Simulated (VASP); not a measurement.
Crystal: Ni2SbTe.

```
CELL_PARAMETERS angstrom
3.96562 0.00000 0.00000
-1.98281 3.43433 0.00000
0.00000 0.00000 5.20348
ATOMIC_POSITIONS crystal
Te 0.33333 0.66667 0.00000
Sb 0.66667 0.33333 0.50000
Ni 0.00000 0.00000 0.25318
Ni 0.00000 0.00000 0.74682
```

Base run:

```yaml
Program: VASP 6.6.1
Functional: PBE
Potentials_or_basis: VASP PAW PBE potentials, release 64 (Te, Sb, Ni)
Cutoff: 520 eV
k_mesh: 7 × 7 × 5
Occupations: fermi-dirac, width 0.05 eV
Spin: collinear spin, ferromagnetic start
Starting_moments: "[0.0, 0.0, 0.5, 0.5] μB"
Fixed_moment: 1 μB
```

Its results: pressure 3.5 GPa; site moments Te +0.11; Sb +0.08; Ni +0.34 μB.

Q: The run is repeated on the same cell with these changes: fixed moment from 1 μB to 4 μB; moments at the start from [0.0, 0.0, 0.5, 0.5] to [0.0, 0.0, 2.0, 2.0]. What comes out?

A: Pressure 13.2 GPa; site moments Te +0.46; Sb +0.45; Ni +1.17 μB.

Caveats: the cell stands under pressure; the total moment is fixed, so each spin has its own Fermi level and the state may be an excited one.
